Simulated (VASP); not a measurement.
The system is KBr.

```
CELL_PARAMETERS angstrom
0.00000 3.30000 3.30000
3.30000 0.00000 3.30000
3.30000 3.30000 0.00000
ATOMIC_POSITIONS crystal
Br 0.50000 0.50000 0.50000
K 0.00000 0.00000 0.00000
```

| Item | Value |
| --- | --- |
| Program | VASP 6.6.1 |
| Task | relaxation of cell and atoms |
| Functional | revPBE |
| Potentials or basis | VASP PAW PBE potentials, release 64 (Br, K_sv) |
| Cutoff | 600 eV |
| k mesh | 7 × 7 × 7 |
| Occupations | fermi-dirac, width 0.05 eV |
| Spin | no spin polarisation |

At the start: pressure 1.9 GPa; volume 35.94 Å³/atom.

Problem. How do energy, volume and symmetry change on relaxing?

Solution. Over 5 steps the energy falls by 26.6 meV/atom and the volume is 41.00 Å³/atom (+14.1 %); space group Fm-3m (No. 225, to 0.1 Å) before and after.

Step by step:
```
step  energy change (eV)  largest force (eV/Å)  pressure (GPa)  volume (Å³)
   1              0.0000                0.0000            1.91        71.87
   2             -0.0389                0.0000            0.89        76.42
   3             -0.0470                0.0000           -0.47        86.13
   4             -0.0532                0.0000           -0.05        82.42
   5             -0.0533                0.0000            0.00        82.00
```

Final structure:
```yaml
crystal:
  lattice:
    - [0.00000, 3.44824, 3.44824]
    - [3.44824, 0.00000, 3.44824]
    - [3.44824, 3.44824, 0.00000]
  atoms:
    - { symbol: Br, position: [0.50000, 0.50000, 0.50000] }
    - { symbol: K, position: [0.00000, 0.00000, 0.00000] }
```

Caveat: the PAW data sets were made with another functional, which shifts forces and pressure a little.
